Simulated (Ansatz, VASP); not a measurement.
**Two plane-wave programs on Ca**

INCAR

```
ALGO = Fast
DIPOL = 0.5 0.5 0.500
EDIFF = 1E-6
ENCUT = 520
GGA = PS
IDIPOL = 3
ISIF = 2
ISMEAR = 0
LASPH = T
LCHARG = T
LDIPOL = T
LELF = T
LREAL = F
LVACPOTAV = T
LVHAR = T
LWAVE = F
NBANDS = 44
NELM = 60
PREC = Accurate
SIGMA = 0.1
```

The input KPOINTS:

```
k-points
0
Gamma
  9 7 1
```

POSCAR

```
Ca
1.0
    3.8570176973      0.0000000000      0.0000000000
    0.0000000000      5.4546467378      0.0000000000
    0.0000000000      0.0000000000     26.5710530919
Ca
7
Direct
    0.5000000000      0.5000000000      0.2822620531
    0.0000000000      0.0000000000      0.3548413688
    0.5000000000      0.5000000000      0.4274206844
    0.0000000000      0.0000000000      0.5000000000
    0.5000000000      0.5000000000      0.5725793156
    0.0000000000      0.0000000000      0.6451586312
    0.5000000000      0.5000000000      0.7177379469
```

Input for Ansatz:

```yaml
crystal:
  lattice:
    - [3.8570176973, 0.0, 0.0]
    - [0.0, 5.4546467378, 0.0]
    - [0.0, 0.0, 26.5710530919]
  atoms:
    - { symbol: Ca, position: [0.5, 0.5, 0.2822620531] }
    - { symbol: Ca, position: [0.0, 0.0, 0.3548413688] }
    - { symbol: Ca, position: [0.5, 0.5, 0.4274206844] }
    - { symbol: Ca, position: [0.0, 0.0, 0.5] }
    - { symbol: Ca, position: [0.5, 0.5, 0.5725793156] }
    - { symbol: Ca, position: [0.0, 0.0, 0.6451586312] }
    - { symbol: Ca, position: [0.5, 0.5, 0.7177379469] }
basis:
  ecutwfc: 420
kpoints:
  mp_grid: { grid: [9, 7, 1] }
hamiltonian:
  xc: pbesol
scf:
  occupations: { method: gaussian, width: 0.1 }
output:
  forces: true
  stress: true
  eigenvalues: true
efield:
  axis: 3
  dipole_correction: true
```

Alike in both runs: task single point; functional PBEsol; k mesh 9 × 7 × 1; occupations gaussian, width 0.1 eV; no spin polarisation.

```csv
,VASP,Ansatz
version,VASP 6.6.1,Ansatz 0.2.0
potentials or method,"VASP PAW PBE potentials, release 64 (Ca_sv), cutoff 520 eV","scalar-relativistic, plane waves, PAW"
valence electrons in the cell,70,70
```

|  | VASP | Ansatz | Ansatz less VASP |
| --- | --- | --- | --- |
| gap on the k mesh at the Fermi level (eV) | none | none | - |
| rms of the force components (eV/Å) | 0.029 | 0.030 | +0.0010 |
| work function, face that differs most (eV) | 2.82 | 2.83 | +0.005 |

VASP's potentials were made for PBE, not for PBEsol. Atom by atom the forces differ by 0.002 eV/Å (rms over components). A gap of «none» marks a metal or a gap that the smearing closes. With one functional, cell and mesh, what is left measures potentials, basis and numerics. Ansatz's warnings: vacuum density over bound.
